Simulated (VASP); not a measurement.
# Si in VASP: a series of runs, part 2 of 2

VASP 6.6.1. Earlier steps stand in the parts before.

**5. Single point, PBE**

This run uses another cell than the first one.

INCAR reads:

```
SYSTEM = Si
ALGO = Normal
DIPOL = 0.5 0.5 0.500
EDIFF = 1E-6
ENCUT = 520
GGA = PE
IDIPOL = 3
ISIF = 2
ISMEAR = 0
LASPH = .TRUE.
LCHARG = .FALSE.
LDIPOL = .TRUE.
LREAL = .FALSE.
LWAVE = .FALSE.
NBANDS = 11
NELM = 80
PREC = Accurate
SIGMA = 0.1
```

KPOINTS reads:

```
k-points
0
G
  15 15 1
  0 0 0
```

POSCAR reads:

```
Si
1.0
    3.6880000000      0.0000000000      0.0000000000
   -1.8440000000      3.1939016892      0.0000000000
    0.0000000000      0.0000000000     28.0000000000
Si
2
Direct
    0.3333333333      0.6666666667      0.5101964286
    0.6666666667      0.3333333333      0.4898035714
```

Potentials or basis: VASP PAW PBE potentials, release 64 (Si).

Run with:

```
> cat potpaw_PBE.64/Si/POTCAR > POTCAR
> mpirun -np 1 vasp_std > vasp.out
```

OUTCAR:

```text
SYSTEM = Si
   EDIFF = 1E-6
   ENCUT = 520
   GGA = PE
   ISIF = 2
   ISMEAR = 0
   LASPH = .TRUE.
   LREAL = .FALSE.
   NELM = 80
   PREC = Accurate

 ion  position               nearest neighbor table
   1  0.333  0.667  0.510-   2 2.20   2 2.20   2 2.20
   2  0.667  0.333  0.490-   1 2.20   1 2.20   1 2.20

  LATTYP: Found a hexagonal cell.
 ALAT       =     3.6880000000
 C/A-ratio  =     7.5921908894

  Lattice vectors:

 A1 = (   3.6880000000,   0.0000000000,   0.0000000000)
 A2 = (  -1.8440000000,   3.1939016892,   0.0000000000)
 A3 = (   0.0000000000,   0.0000000000,  28.0000000000)

Analysis of symmetry for initial positions (statically):
=====================================================================
 Subroutine PRICEL returns:
 Original cell was already a primitive cell.

 Routine SETGRP: Setting up the symmetry group for a
 hexagonal supercell.

 Subroutine GETGRP returns: Found 12 space group operations
 (whereof 12 operations were pure point group operations)
 out of a pool of 24 trial point group operations.

The static configuration has the point symmetry D_3d.

Analysis of symmetry for dynamics (positions and initial velocities):
=====================================================================
 Subroutine PRICEL returns:
 Original cell was already a primitive cell.

 Routine SETGRP: Setting up the symmetry group for a
 hexagonal supercell.

 Subroutine GETGRP returns: Found 12 space group operations
 (whereof 12 operations were pure point group operations)
 out of a pool of 24 trial point group operations.

The dynamic configuration has the point symmetry D_3d.

 Subroutine INISYM returns: Found 12 space group operations
 (whereof 12 operations are pure point group operations),
 and found     1 'primitive' translations

----------------------------------------------------------------------------------------

                                     Primitive cell

  volume of cell :     329.8151

  direct lattice vectors                    reciprocal lattice vectors
     3.688000000  0.000000000  0.000000000     0.271149675  0.156548338  0.000000000
    -1.844000000  3.193901689  0.000000000     0.000000000  0.313096675  0.000000000
     0.000000000  0.000000000 28.000000000     0.000000000  0.000000000  0.035714286

  length of vectors
     3.688000000  3.688000000 28.000000000     0.313096675  0.313096675  0.035714286

  position of ions in fractional coordinates (direct lattice)
     0.333333333  0.666666667  0.510196429
     0.666666667  0.333333333  0.489803571

  ion indices of the primitive-cell ions
   primitive index   ion index
                 1           1
                 2           2

----------------------------------------------------------------------------------------

 KPOINTS: k-points

Automatic generation of k-mesh.
 Grid dimensions read from file:
 generate k-points for:   15   15    1

 Generating k-lattice:

  Cartesian coordinates                     Fractional coordinates (reciprocal lattice)
     0.018076645  0.010436556  0.000000000     0.066666667  0.000000000  0.000000000
     0.000000000  0.020873112  0.000000000     0.000000000  0.066666667  0.000000000
     0.000000000  0.000000000  0.035714286     0.000000000  0.000000000  1.000000000

  Length of vectors
     0.020873112  0.020873112  0.035714286

[... 41 lines left out ...]
   NGX,Y,Z   is equivalent  to a cutoff of  12.62, 12.62, 12.47 a.u.
   NGXF,Y,Z  is equivalent  to a cutoff of  25.24, 25.24, 24.94 a.u.
 SYSTEM =  Si
   PREC   = accura    normal or accurate (medium, high low for compatibility)
   ISTART =      0    job   : 0-new  1-cont  2-samecut
   ICHARG =      2    charge: 1-file 2-atom 10-const
   ISPIN  =      1    spin polarized calculation?
   LNONCOLLINEAR =      F non collinear calculations
   LSORBIT =      F    spin-orbit coupling
   LASPH  =      T    aspherical Exc in radial PAW
   ENCUT  =  520.0 eV  38.22 Ry    6.18 a.u.   6.86  6.86 52.06*2*pi/ulx,y,z
   NELM   =     80;   NELMIN=  2; NELMDL= -5     # of ELM steps
   EDIFF  = 0.1E-05   stopping-criterion for ELM
   LREAL  =      F    real-space projection
   EDIFFG = 0.1E-04   stopping-criterion for IOM
   NSW    =      0    number of steps for IOM
   IBRION =     -1    ionic relax: 0-MD 1-quasi-New 2-CG
   NFREE  =      0    steps in history (QN), initial steepest desc. (CG)
   ISIF   =      2    stress and relaxation
   ISYM   =      2    0-nonsym 1-usesym 2-fastsym
   POTIM  = 0.5000    time-step for ionic-motion
   TEBEG  =    0.0;   TEEND  =   0.0 temperature during run
   PSTRESS=    0.0 pullay stress
   NELECT =       8.0000    total number of electrons
   NUPDOWN=      -1.0000    fix difference up-down
   EMIN   =  10.00;   EMAX   =-10.00  energy-range for DOS
   EFERMI =   0.00;   METHOD = LEGACY
   ISMEAR =     0;   SIGMA  =   0.10  broadening in eV -4-tet -1-fermi 0-gaus
   EFERMI_NEDOS =   21; number of points for ismear=-14 and -15
   IALGO  =     38    algorithm
   IMIX   =      4    mixing-type and parameters
     AMIX     =   0.40;   BMIX     =  1.00
     AMIX_MAG =   1.60;   BMIX_MAG =  1.00
  volume/ion in A,a.u.               =     164.91      1112.85
  Fermi-wavevector in a.u.,A,eV,Ry     =   0.473894  0.895530  3.055537  0.224576
  Thomas-Fermi vector in A             =   1.467894
   LORBIT       =      0    0 simple, 1 ext, 2 COOP (PROOUT), +10 PAW based schemes
   GGA     = PE    functional components
   LHFCALC =     F    Hartree Fock is set to
   AEXX    =    0.0000 exact exchange contribution
   IVDW    =     0    specifies the selected vdW correction
   LEPSILON=     F    determine dielectric tensor
   LRPA    =     F    only Hartree local field effects (RPA)
 non-spin polarized calculation
 Gauss-broadening in eV      SIGMA  =   0.10
  energy-cutoff  :      520.00
  volume of cell :      329.82
 maximum number of plane-waves:      8913
 NGX is ok and might be reduce to    28
   NGX = 13   NGY = 13   NGZ =105

 number of electron       8.0000000 magnetization

 dipolmoment           0.000000      0.000000     -0.000000 electrons x Angstroem

 Free energy of the ion-electron system (eV)
  ---------------------------------------------------
  ext. energy  EPLUGINS =         0.00000000
  ---------------------------------------------------
  free energy    TOTEN  =        -9.40145730 eV

  energy without entropy =       -9.40045430  energy(sigma->0) =       -9.40095580

 E-fermi :  -3.2548     XC(G=0):  -1.6159

 val. band max:       -3.2547665534   @ k =   0.3333   0.3333   0.0000
 cond. band min:      -3.2547665525   @ k =   0.3333   0.3333   0.0000
 fundamental gap:      0.0000000009
 Fermi energy:        -3.2547665533

 k-point     1 :       0.0000    0.0000    0.0000
  band No.  band energies     occupation
      1     -14.6701      2.00000
      2      -6.7862      2.00000
      3      -3.9778      2.00000
      4      -3.9778      2.00000
      5      -1.0807      0.00000
      6       0.1482      0.00000
      7       0.2249      0.00000
      8       0.2249      0.00000
      9       0.9745      0.00000
     10       1.2303      0.00000
     11       1.6798      0.00000
[... 309 lines left out ...]
 k-point    24 :       0.4000    0.2000    0.0000
  band No.  band energies     occupation
      1     -11.7183      2.00000
      2     -10.4844      2.00000
      3      -7.2207      2.00000
      4      -3.9228      2.00000
      5      -2.7538      0.00000
      6       0.9018      0.00000
      7       1.1546      0.00000
      8       3.0349      0.00000
      9       3.5196      0.00000
     10       4.9959      0.00000
     11       5.1481      0.00000

 [... further k-points ...]

------------------------ aborting loop because EDIFF is reached ----------------------------------------

 vacuum level on the upper side and lower side of the slab       (xc-potential included)        -0.006        -0.006

  FORCE on cell =-STRESS in cart. coord.  units (eV):
  Direction    XX          YY          ZZ          XY          YZ          ZX
  --------------------------------------------------------------------------------------
  -------------------------------------------------------------------------------------
  Total        3.7913507      3.7913507      0.1286600      0.0000000     -0.0000000      0.0000000
  in kB       18.4176433     18.4176433      0.6250053      0.0000000     -0.0000000      0.0000000
  external PRESSURE =      12.4867639 kB  Pullay stress =       0.0000000 kB

 VOLUME and BASIS-vectors are now :
 -----------------------------------------------------------------------------
  energy-cutoff  :      520.00
  volume of cell :      329.82
      direct lattice vectors                 reciprocal lattice vectors
     3.688000000  0.000000000  0.000000000     0.271149675  0.156548338  0.000000000
    -1.844000000  3.193901689  0.000000000     0.000000000  0.313096675  0.000000000
     0.000000000  0.000000000 28.000000000     0.000000000  0.000000000  0.035714286

 POSITION                                       TOTAL-FORCE (eV/Angst)
 -----------------------------------------------------------------------------------
     -0.00000      2.12927     14.28550         0.000000      0.000000      0.231786
      1.84400      1.06463     13.71450        -0.000000      0.000000     -0.231786
 -----------------------------------------------------------------------------------
    total drift:                               -0.000000      0.000000      0.000000

  FREE ENERGIE OF THE ION-ELECTRON SYSTEM (eV)
  ---------------------------------------------------
  free  energy   TOTEN  =        -9.4014572996 eV

  energy  without entropy=       -9.4004542959  energy(sigma->0) =       -9.40095580

 vacuum level on the upper side and lower side of the slab         1.243         1.243
```

OSZICAR:

```text
N       E                     dE             d eps       ncg     rms          rms(c)
DAV:   1     0.419756179855E+02    0.41976E+02   -0.21184E+03   594   0.442E+02
DAV:   2    -0.633799204746E+01   -0.48314E+02   -0.43680E+02   885   0.758E+01
DAV:   3    -0.984343358979E+01   -0.35054E+01   -0.34977E+01   810   0.246E+01
[... 13 lines left out ...]
DAV:  17    -0.940142628020E+01   -0.42078E-04   -0.29882E-06   791   0.538E-03    0.339E-03
DAV:  18    -0.940144978013E+01   -0.23500E-04   -0.12301E-06   732   0.341E-03    0.486E-04
DAV:  19    -0.940145257815E+01   -0.27980E-05   -0.25502E-08   872   0.624E-04    0.278E-04
DAV:  20    -0.940145709252E+01   -0.45144E-05   -0.66165E-08   675   0.722E-04    0.362E-04
DAV:  21    -0.940145729956E+01   -0.20704E-06   -0.67685E-10   888   0.117E-04
   1 F= -.94014573E+01 E0= -.94009558E+01  d E =-.100300E-02
```

stdout:

```text
POSCAR found type information on POSCAR Si
 POSCAR found :  1 types and       2 ions
 scaLAPACK will be used
 LDA part: xc-table for (Slater+PW92), standard interpolation
 POSCAR, INCAR and KPOINTS ok, starting setup
 FFT: planning ... GRIDC
 FFT: planning ... GRID_SOFT
 FFT: planning ... GRID
 WAVECAR not read
 entering main loop
```

Wall time 85 s (1 thread of AMD EPYC 9R45 (Zen 5), shared host); peak memory 0.4 GiB.

Results:

| Item | Value |
| --- | --- |
| Free energy | -9.4015 eV |
| Largest force | 0.232 eV/Å |
| Band gap on the k mesh | zero (filled and empty bands touch) |

Forces on the atoms (eV/Å):
```
Si   0.000  0.000  0.232
Si   0.000  0.000 -0.232
```

Levels at points of the mesh, in eV from the Fermi level:
```tsv
k point	band 1	band 2	band 3	band 4	band 5	band 6	band 7	band 8	band 9
(0.00, 0.00, 0.00)	-11.42	-3.53	-0.72	-0.72	2.17	3.40	3.48	3.48	4.23
```

**6. Single point, PBE**

This run uses another cell than the first one.

INCAR reads:

```
SYSTEM = Si
PREC = Accurate ; ENCUT = 520
EDIFF = 1E-6 ; ISMEAR = 0
SIGMA = 0.1 ; LREAL = .FALSE.
LASPH = .TRUE. ; NELM = 100
ALGO = Normal ; ISIF = 2
LWAVE = .FALSE. ; LCHARG = .FALSE.
LDIPOL = .TRUE. ; IDIPOL = 3
DIPOL = 0.5 0.5 0.500 ; GGA = PE
NBANDS = 11
```

KPOINTS reads:

```
regular mesh
0
G
  15 15 1
  0 0 0
```

POSCAR reads:

```
Si
1.0
    3.6880000000      0.0000000000      0.0000000000
   -1.8440000000      3.1939016892      0.0000000000
    0.0000000000      0.0000000000     28.0000000000
Si
2
Direct
    0.3333333333      0.6666666667      0.5153035714
    0.6666666667      0.3333333333      0.4846964286
```

Potentials or basis: VASP PAW PBE potentials, release 64 (Si).

Run with:

```
> cat potpaw_PBE.64/Si/POTCAR > POTCAR
> mpirun -np 1 vasp_std > vasp.out
```

Wall time 88 s (1 thread of AMD EPYC 9R45 (Zen 5), shared host); peak memory 0.4 GiB.

Results (log left out):

```
Free energy            : -9.2962 eV
Largest force          : 1.082 eV/Å
Band gap on the k mesh : zero (bands 4 and 5 overlap by 0.29 eV)
```

Forces on the atoms (eV/Å):
```
Si   0.000  0.000 -1.082
Si   0.000  0.000  1.082
```

Levels at points of the mesh, in eV from the Fermi level:
```tsv
k point	band 1	band 2	band 3	band 4	band 5	band 6	band 7	band 8	band 9
(0.00, 0.00, 0.00)	-10.92	-3.82	0.04	0.04	1.33	3.71	3.94	3.94	3.98
```

**7. Overview**

| cell | gap on the mesh (eV) | largest force (eV/Å) |
| --- | --- | --- |
| a = 3.626, b = 3.626, c = 28.000 Å, angles 90.0, 90.0, 120.0°, 2 atoms, atomic positions A | none | 0.07 |
| a = 3.626, b = 3.626, c = 28.000 Å, angles 90.0, 90.0, 120.0°, 2 atoms, atomic positions B | none | 1.23 |
| a = 3.688, b = 3.688, c = 28.000 Å, angles 90.0, 90.0, 120.0°, 2 atoms, atomic positions C | none | 0.53 |
| a = 3.688, b = 3.688, c = 28.000 Å, angles 90.0, 90.0, 120.0°, 2 atoms, atomic positions D | none | 0.23 |
| a = 3.688, b = 3.688, c = 28.000 Å, angles 90.0, 90.0, 120.0°, 2 atoms, atomic positions E | none | 1.08 |

Alike in all rows: task single point; level PBE; potentials or basis VASP PAW PBE potentials, release 64 (Si); no spin polarisation; k mesh 15 × 15 × 1; cutoff (eV) 520; smearing gaussian 0.1 eV.

Absolute energies hang on the potentials; compare differences alone.
